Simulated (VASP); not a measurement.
# LiNbO3 (R3c) in VASP: single point with r2SCAN

Aim: the single point of LiNbO3 with r2SCAN.

All numbers are computed with VASP 6.6.1; they aren't measurements. Logs are shortened: lines on timing, memory, paths and dates and some standing lists are left out, and cuts for length are marked.

## 1. The cell of the first run

The structure is trigonal, space group R3c (No. 161). Conventional cell: a = 5.137 Å, b = 5.137 Å, c = 13.887 Å, α = 90.00°, β = 90.00°, γ = 120.00°. Within 2.7 Å of Li (site symmetry 3) lie 6 O at 2.05 to 2.24 Å. Nb (site symmetry 3) has 6 O at 1.88 to 2.14 Å within 2.5 Å. O (site symmetry 1) has 2 Nb at 1.88 to 2.14 Å and 2 Li at 2.05 to 2.24 Å within 2.5 Å.

## 2. Single point, r2SCAN

Contents of POSCAR:

```
LiNbO3
1.0
    2.5683638214      1.4828455437      4.6289346875
   -2.5683638214      1.4828455437      4.6289346875
    0.0000000000     -2.9656910873      4.6289346875
Li Nb O
2 2 6
Direct
    0.7054511661      0.7054511661      0.7054511661
    0.2054511661      0.2054511661      0.2054511661
    0.9874384440      0.9874384440      0.9874384440
    0.4874384440      0.4874384440      0.4874384440
    0.8798792903      0.2680871540      0.6255927356
    0.6255927356      0.8798792903      0.2680871540
    0.2680871540      0.6255927356      0.8798792903
    0.7680871540      0.3798792903      0.1255927356
    0.3798792903      0.1255927356      0.7680871540
    0.1255927356      0.7680871540      0.3798792903
```

Contents of INCAR.step1:

```
PREC     = Accurate       # precision mode
ENCUT    = 520            # plane-wave cutoff, eV
ISMEAR   = 0              # smearing method
SIGMA    = 0.02           # smearing width, eV
LREAL    = F              # projectors in reciprocal space
LASPH    = T              # aspherical terms in the spheres
NELM     = 80             # most SCF steps
NBANDS   = 45             # bands
GGA      = PE             # functional
ALGO     = Normal         # electronic algorithm
EDIFF    = 1E-4           # SCF threshold, eV
LWAVE    = T              # write WAVECAR
LCHARG   = F              # write CHGCAR
```

Contents of INCAR.step2:

```
PREC     = Accurate       # precision mode
ENCUT    = 520            # plane-wave cutoff, eV
EDIFF    = 1E-6           # SCF threshold, eV
ISMEAR   = 0              # smearing method
SIGMA    = 0.02           # smearing width, eV
LREAL    = F              # projectors in reciprocal space
LASPH    = T              # aspherical terms in the spheres
NELM     = 80             # most SCF steps
ALGO     = Normal         # electronic algorithm
ISIF     = 2              # what is computed and relaxed
LWAVE    = F              # write WAVECAR
LCHARG   = T              # write CHGCAR
METAGGA  = R2SCAN         # meta-GGA
LMIXTAU  = T            
LELF     = T              # ELF
LVHAR    = T            
NBANDS   = 45             # bands
ISTART   = 1
```

Contents of KPOINTS:

```
regular mesh
0
Gamma
  6 6 6
```

Potentials or basis: VASP PAW PBE potentials, release 64 (Li_sv, Nb_sv, O).

On the command line:

```bash
cat potpaw_PBE.64/Li_sv/POTCAR potpaw_PBE.64/Nb_sv/POTCAR potpaw_PBE.64/O/POTCAR > POTCAR
cp INCAR.step1 INCAR
mpirun -np 1 vasp_std > vasp.out
cp INCAR.step2 INCAR
mpirun -np 1 vasp_std > vasp.out
```

OUTCAR:

```text
PREC = Accurate
   ENCUT = 520
   EDIFF = 1E-6
   ISMEAR = 0
   LREAL = F
   LASPH = T
   NELM = 80
   ISIF = 2
   METAGGA = R2SCAN
   ISTART = 1

 ion  position               nearest neighbor table
   1  0.705  0.705  0.705-   8 2.05   9 2.05  10 2.05   6 2.24   5 2.24   7 2.24
   2  0.205  0.205  0.205-   5 2.05   6 2.05   7 2.05   9 2.24   8 2.24  10 2.24
   3  0.987  0.987  0.987-   5 1.88   7 1.88   6 1.88  10 2.14   8 2.14   9 2.14
   4  0.487  0.487  0.487-   8 1.88  10 1.88   9 1.88   7 2.14   5 2.14   6 2.14
   5  0.880  0.268  0.626-   3 1.88   2 2.05   4 2.14   1 2.24
   6  0.626  0.880  0.268-   3 1.88   2 2.05   4 2.14   1 2.24
   7  0.268  0.626  0.880-   3 1.88   2 2.05   4 2.14   1 2.24
   8  0.768  0.380  0.126-   4 1.88   1 2.05   3 2.14   2 2.24
   9  0.380  0.126  0.768-   4 1.88   1 2.05   3 2.14   2 2.24
  10  0.126  0.768  0.380-   4 1.88   1 2.05   3 2.14   2 2.24

  LATTYP: Found a trigonal (rhomboedric) cell.
 ALAT       =     5.4974866955
 COS(alpha) =     0.5634693832

  Lattice vectors:

 A1 = (   2.5683638214,   1.4828455437,   4.6289346875)
 A2 = (  -2.5683638214,   1.4828455437,   4.6289346875)
 A3 = (   0.0000000000,  -2.9656910873,   4.6289346875)

Analysis of symmetry for initial positions (statically):
=====================================================================
 Subroutine PRICEL returns:
 Original cell was already a primitive cell.

 Routine SETGRP: Setting up the symmetry group for a
 trigonal (rhombohedral) supercell.

 Subroutine GETGRP returns: Found  6 space group operations
 (whereof  3 operations were pure point group operations)
 out of a pool of 12 trial point group operations.

The static configuration has the point symmetry C_3 .
 The point group associated with its full space group is C_3v.

Analysis of symmetry for dynamics (positions and initial velocities):
=====================================================================
 Subroutine PRICEL returns:
 Original cell was already a primitive cell.

 Routine SETGRP: Setting up the symmetry group for a
 trigonal (rhombohedral) supercell.

 Subroutine GETGRP returns: Found  6 space group operations
 (whereof  3 operations were pure point group operations)
 out of a pool of 12 trial point group operations.

The dynamic configuration has the point symmetry C_3 .
 The point group associated with its full space group is C_3v.

 Subroutine INISYM returns: Found  6 space group operations
 (whereof  3 operations are pure point group operations),
 and found     1 'primitive' translations

----------------------------------------------------------------------------------------

                                     Primitive cell

  volume of cell :     105.7754

  direct lattice vectors                    reciprocal lattice vectors
     2.568363821  1.482845544  4.628934688     0.194676469  0.112396512  0.072010809
    -2.568363821  1.482845544  4.628934688    -0.194676469  0.112396512  0.072010809
     0.000000000 -2.965691087  4.628934688     0.000000000 -0.224793024  0.072010809

  length of vectors
     5.497486695  5.497486695  5.497486695     0.236045462  0.236045462  0.236045462

  position of ions in fractional coordinates (direct lattice)
     0.705451166  0.705451166  0.705451166
     0.205451166  0.205451166  0.205451166
     0.987438444  0.987438444  0.987438444
     0.487438444  0.487438444  0.487438444
     0.879879290  0.268087154  0.625592736
     0.625592736  0.879879290  0.268087154
     0.268087154  0.625592736  0.879879290
     0.768087154  0.379879290  0.125592736
     0.379879290  0.125592736  0.768087154
     0.125592736  0.768087154  0.379879290

  ion indices of the primitive-cell ions
   primitive index   ion index
                 1           1
                 2           2
                 3           3
                 4           4
                 5           5
                 6           6
                 7           7
                 8           8
                 9           9
                10          10

----------------------------------------------------------------------------------------

 KPOINTS: regular mesh

Automatic generation of k-mesh.
 Grid dimensions read from file:
 generate k-points for:    6    6    6

 Generating k-lattice:

  Cartesian coordinates                     Fractional coordinates (reciprocal lattice)
     0.032446078  0.018732752  0.012001802     0.166666667 -0.000000000  0.000000000
    -0.032446078  0.018732752  0.012001802    -0.000000000  0.166666667  0.000000000
     0.000000000 -0.037465504  0.012001802     0.000000000  0.000000000  0.166666667

  Length of vectors
     0.039340910  0.039340910  0.039340910

  Shift w.r.t. Gamma in fractional coordinates (k-lattice)
     0.000000000  0.000000000  0.000000000

 Subroutine IBZKPT returns following result:
 ===========================================

 Found     32 irreducible k-points:

 Following reciprocal coordinates:
            Coordinates               Weight
  0.000000  0.000000  0.000000      1.000000
  0.166667 -0.000000 -0.000000      6.000000
  0.333333 -0.000000 -0.000000      6.000000
  0.500000 -0.000000  0.000000      3.000000
  0.166667  0.166667  0.000000      6.000000
  0.333333  0.166667  0.000000     12.000000
[... 16 lines left out ...]
  0.500000  0.500000  0.166667      6.000000
 -0.333333  0.500000  0.166667     12.000000
 [... further k-points ...]
   k-points           NKPTS =     32   k-points in BZ     NKDIM =     32   number of bands    NBANDS=     45
   number of dos      NEDOS =    301   number of ions     NIONS =     10
   total plane-waves  NPLWV =  74088
   dimension x,y,z NGX =    42 NGY =   42 NGZ =   42
   dimension x,y,z NGXF=    84 NGYF=   84 NGZF=   84
   ions per type =               2   2   6
   NGX,Y,Z   is equivalent  to a cutoff of  12.70, 12.70, 12.70 a.u.
   NGXF,Y,Z  is equivalent  to a cutoff of  25.40, 25.40, 25.40 a.u.
 SYSTEM =  unknown system
   PREC   = accura    normal or accurate (medium, high low for compatibility)
   ISTART =      1    job   : 0-new  1-cont  2-samecut
   ICHARG =      0    charge: 1-file 2-atom 10-const
   ISPIN  =      1    spin polarized calculation?
   LNONCOLLINEAR =      F non collinear calculations
   LSORBIT =      F    spin-orbit coupling
   LASPH  =      T    aspherical Exc in radial PAW
   ENCUT  =  520.0 eV  38.22 Ry    6.18 a.u.  10.22 10.22 10.22*2*pi/ulx,y,z
   NELM   =     80;   NELMIN=  2; NELMDL=  0     # of ELM steps
   EDIFF  = 0.1E-05   stopping-criterion for ELM
   LREAL  =      F    real-space projection
   EDIFFG = 0.1E-04   stopping-criterion for IOM
   NSW    =      0    number of steps for IOM
   IBRION =     -1    ionic relax: 0-MD 1-quasi-New 2-CG
   NFREE  =      0    steps in history (QN), initial steepest desc. (CG)
   ISIF   =      2    stress and relaxation
   ISYM   =      2    0-nonsym 1-usesym 2-fastsym
   POTIM  = 0.5000    time-step for ionic-motion
   TEBEG  =    0.0;   TEEND  =   0.0 temperature during run
   PSTRESS=    0.0 pullay stress
   NELECT =      68.0000    total number of electrons
   NUPDOWN=      -1.0000    fix difference up-down
   EMIN   =  10.00;   EMAX   =-10.00  energy-range for DOS
   EFERMI =   0.00;   METHOD = LEGACY
   ISMEAR =     0;   SIGMA  =   0.02  broadening in eV -4-tet -1-fermi 0-gaus
   EFERMI_NEDOS =   21; number of points for ismear=-14 and -15
   IALGO  =     38    algorithm
   IMIX   =      4    mixing-type and parameters
     AMIX     =   0.40;   BMIX     =  1.00
     AMIX_MAG =   1.60;   BMIX_MAG =  1.00
  volume/ion in A,a.u.               =      10.58        71.38
  Fermi-wavevector in a.u.,A,eV,Ry     =   1.412916  2.670023 27.161725  1.996330
  Thomas-Fermi vector in A             =   2.534615
   LORBIT       =      0    0 simple, 1 ext, 2 COOP (PROOUT), +10 PAW based schemes
   METAGGA = R2SCAN    functional components
   LHFCALC =     F    Hartree Fock is set to
   AEXX    =    0.0000 exact exchange contribution
   IVDW    =     0    specifies the selected vdW correction
   LEPSILON=     F    determine dielectric tensor
   LRPA    =     F    only Hartree local field effects (RPA)
 non-spin polarized calculation
 Gauss-broadening in eV      SIGMA  =   0.02
  energy-cutoff  :      520.00
  volume of cell :      105.78
 maximum number of plane-waves:      2892
 NGX is ok and might be reduce to    42
   NGX = 21   NGY = 21   NGZ = 21

 number of electron      68.0000000 magnetization

 Free energy of the ion-electron system (eV)
  ---------------------------------------------------
  ext. energy  EPLUGINS =         0.00000000
  ---------------------------------------------------
  free energy    TOTEN  =      -118.64567950 eV

  energy without entropy =     -118.64567950  energy(sigma->0) =     -118.64567950

 E-fermi :   3.3175     XC(G=0): -11.5110

 val. band max:        3.1977863604   @ k =   0.1667   0.1667   0.1667
 cond. band min:       7.2357455324   @ k =   0.5000   0.3333  -0.0000
 fundamental gap:      4.0379591720
 Fermi energy:         3.3175164265

 k-point     1 :       0.0000    0.0000    0.0000
  band No.  band energies     occupation
      1     -52.6701      2.00000
      2     -52.6530      2.00000
      3     -40.6068      2.00000
      4     -40.6042      2.00000
      5     -28.2594      2.00000
      6     -28.2594      2.00000
[... 37 lines left out ...]
     44      13.7040      0.00000
     45      13.7040      0.00000

 k-point     2 :       0.1667   -0.0000   -0.0000
  band No.  band energies     occupation
      1     -52.6689      2.00000
      2     -52.6542      2.00000
      3     -40.6067      2.00000
      4     -40.6044      2.00000
      5     -28.2497      2.00000
      6     -28.2481      2.00000
[... 1048 lines left out ...]
 k-point    24 :      -0.3333    0.5000    0.1667
  band No.  band energies     occupation
      1     -52.6629      2.00000
      2     -52.6601      2.00000
      3     -40.6058      2.00000
      4     -40.6053      2.00000
      5     -28.2612      2.00000
      6     -28.2594      2.00000
[... 37 lines left out ...]
     44      13.3558      0.00000
     45      14.4144      0.00000

 [... further k-points ...]

------------------------ aborting loop because EDIFF is reached ----------------------------------------

  FORCE on cell =-STRESS in cart. coord.  units (eV):
  Direction    XX          YY          ZZ          XY          YZ          ZX
  --------------------------------------------------------------------------------------
  -------------------------------------------------------------------------------------
  Total       -0.0950619     -0.0950619     -0.1169504      0.0000000     -0.0000000      0.0000000
  in kB       -1.4399003     -1.4399003     -1.7714446      0.0000000     -0.0000000      0.0000000
  external PRESSURE =      -1.5504151 kB  Pullay stress =       0.0000000 kB

 VOLUME and BASIS-vectors are now :
 -----------------------------------------------------------------------------
  energy-cutoff  :      520.00
  volume of cell :      105.78
      direct lattice vectors                 reciprocal lattice vectors
     2.568363821  1.482845544  4.628934688     0.194676469  0.112396512  0.072010809
    -2.568363821  1.482845544  4.628934688    -0.194676469  0.112396512  0.072010809
     0.000000000 -2.965691087  4.628934688     0.000000000 -0.224793024  0.072010809

 POSITION                                       TOTAL-FORCE (eV/Angst)
 -----------------------------------------------------------------------------------
      0.00000      0.00000      9.79646         0.000000     -0.000000     -0.035987
      0.00000      0.00000      2.85306         0.000000     -0.000000     -0.035987
      0.00000      0.00000     13.71236         0.000000      0.000000      0.054439
      0.00000      0.00000      6.76896         0.000000      0.000000      0.054439
      1.57130     -0.15306      8.20969        -0.014306      0.017742     -0.006151
     -0.65310      1.43732      8.20969        -0.008212     -0.021261     -0.006151
     -0.91820     -1.28426      8.20969         0.022518      0.003519     -0.006151
      0.99706      1.32979      5.89522         0.014306      0.017742     -0.006151
      0.65310     -1.52837      5.89522         0.008212     -0.021261     -0.006151
     -1.65016      0.19858      5.89522        -0.022518      0.003519     -0.006151
 -----------------------------------------------------------------------------------
    total drift:                                0.000000      0.000001     -0.052894

  FREE ENERGIE OF THE ION-ELECTRON SYSTEM (eV)
  ---------------------------------------------------
  free  energy   TOTEN  =      -118.6456795045 eV

  energy  without entropy=     -118.6456795045  energy(sigma->0) =     -118.64567950
```

Run time: 11 min. Hardware: 1 thread of Intel Xeon Platinum 8375C at 2.90GHz (Ice Lake), shared host; peak memory 0.36 GiB.

Results:

* Free energy: -118.6457 eV
* Largest force: 0.054 eV/Å
* Band gap on the k mesh: 4.04 eV (least direct gap 4.08 eV)

Forces in eV/Å, atoms in the order of the input:
```
Li   0.000  0.000 -0.036
Li   0.000  0.000 -0.036
Nb   0.000  0.000  0.054
Nb   0.000  0.000  0.054
O   -0.014  0.018 -0.006
O   -0.008 -0.021 -0.006
O    0.023  0.004 -0.006
O    0.014  0.018 -0.006
O    0.008 -0.021 -0.006
O   -0.023  0.004 -0.006
```

Caveat: the cutoff is under 1.25 times the usual one of these potentials, so pressure, stress and relaxed cells hold a basis-set (Pulay) error; the PAW data sets were made with another functional, which shifts forces and pressure a little. A k mesh can miss the band edges.
